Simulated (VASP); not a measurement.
Runs of VASP 6.6.1 on Li4F. The structure is that of space group Im-3m (No. 229), or close to it. The cells are those of the table. 

| task | spin | cell | k mesh | cutoff (eV) | gap on the mesh (eV) | pressure (GPa) | moment (μB) | relaxed volume (Å³/atom) |
| --- | --- | --- | --- | --- | --- | --- | --- | --- |
| relaxation of cell and atoms | off | relaxed from a = 4.218 Å, angles 109.5°, 5 atoms | 6 × 6 × 6 | 600 | none | 0.0 | - | 14.55 |
| single point | collinear, ferromagnetic start | a = 4.218 Å, angles 109.5°, 5 atoms | 6 × 6 × 6 | 520 | none | - | (a) | - |
| single point | off | a = 4.568 Å, angles 109.5°, 5 atoms | 10 × 10 × 10 | 520 | none | - | - | - |
| relaxation of cell and atoms | off | relaxed from a = 4.570 Å, angles 109.5°, 5 atoms | 10 × 10 × 10 | 600 | none | 0.0 | - | 14.46 |
| single point | collinear, ferromagnetic start | a = 4.570 Å, angles 109.5°, 5 atoms | 6 × 6 × 6 | 520 | none | - | 0.00 | - |

Alike in all rows: level PBE; potentials or basis VASP PAW PBE potentials, release 64 (Li_sv, F); smearing gaussian 0.1 eV.

Task: Fill in the values left out.

Result: (a) 0.33.

Caveats: the cutoff is under 1.25 times the usual one of these potentials, so pressure, stress and relaxed cells hold a basis-set (Pulay) error; an odd number of electrons without spin polarisation forces a metal (some runs); a magnetic or distorted state may lie lower (some runs); the volume moved by over 15 % at a fixed basis, so the end points are rough (some runs).

A gap of «none» marks levels without a gap at the run's occupations.
